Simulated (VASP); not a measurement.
Set up this calculation in VASP 6.6.1, as the native input.

* Task: single point
* Functional: PBE
* Potentials or basis: VASP PAW PBE potentials, release 64 (Mo_sv, Te)
* Cutoff: 500 eV
* k mesh: 6 × 6 × 3
* Occupations: gaussian, width 0.05 eV
* Spin: collinear spin, ferrimagnetic start
* Starting moments: [0.89, -0.07, -0.07] μB
* Hubbard terms: Mo d U = 4.0 eV, J = 0.5 eV
* Dipole correction: no
* LDAUTYPE: 1
* Hund's J: 0.5
* Further INCAR settings: ALGO = Normal; EDIFF = 1e-06; NBANDS = 24

The structure of Te2Mo lies in POSCAR:

```
Te2Mo
1.0
    4.0201319500      0.0000000000      0.0000000000
   -2.0100659700      3.4815363900      0.0000000000
    0.0000000000      0.0000000000      6.4853072000
Mo Te
1 2
Direct
    0.0000000000      0.0000000000      0.0000000000
    0.3333333333      0.6666666667      0.2520000000
    0.6666666667      0.3333333333      0.7480000000
```

One way to write it, as run:

INCAR

```
ALGO = Normal
EDIFF = 1E-6
ENCUT = 500
GGA = PE
GGA_COMPAT = F
ISIF = 2
ISMEAR = 0
ISPIN = 2
LASPH = T
LCHARG = T
LDAU = T
LDAUJ = 0.5 0
LDAUL = 2 -1
LDAUPRINT = 1
LDAUTYPE = 1
LDAUU = 4 0
LELF = T
LMAXMIX = 4
LORBIT = 11
LREAL = F
LVHAR = T
LWAVE = F
MAGMOM = 0.89 -0.07 -0.07
NBANDS = 24
NELM = 200
PREC = Accurate
SIGMA = 0.05
```

KPOINTS

```
k-points
0
Gamma
  6 6 3
```

Potentials or basis: VASP PAW PBE potentials, release 64 (Mo_sv, Te).

The run is started by

```sh
$ cat potpaw_PBE.64/Mo_sv/POTCAR potpaw_PBE.64/Te/POTCAR > POTCAR
$ mpirun -np 1 vasp_std > vasp.out
```

It gave:

```json
{"Pressure": "-0.4 GPa", "Largest force": "0.113 eV/Å", "Net moment": "2.34 μB per cell", "Site moments": "Mo +2.54; Te -0.17 μB", "Valence electrons inside the program's atomic spheres": "Mo 12.18; Te 3.38"}
```

Caveat: this functional lacks dispersion, which binds the layers, so the pressure and a relaxed spacing across them are unreliable; the U is typed as a test and isn't derived for this compound.

It took 83 s on 1 thread of Intel(R) Xeon(R) Platinum 8259CL CPU @ 2.50GHz (Skylake/Cascade Lake) (shared host), peak memory 0.25 GiB.
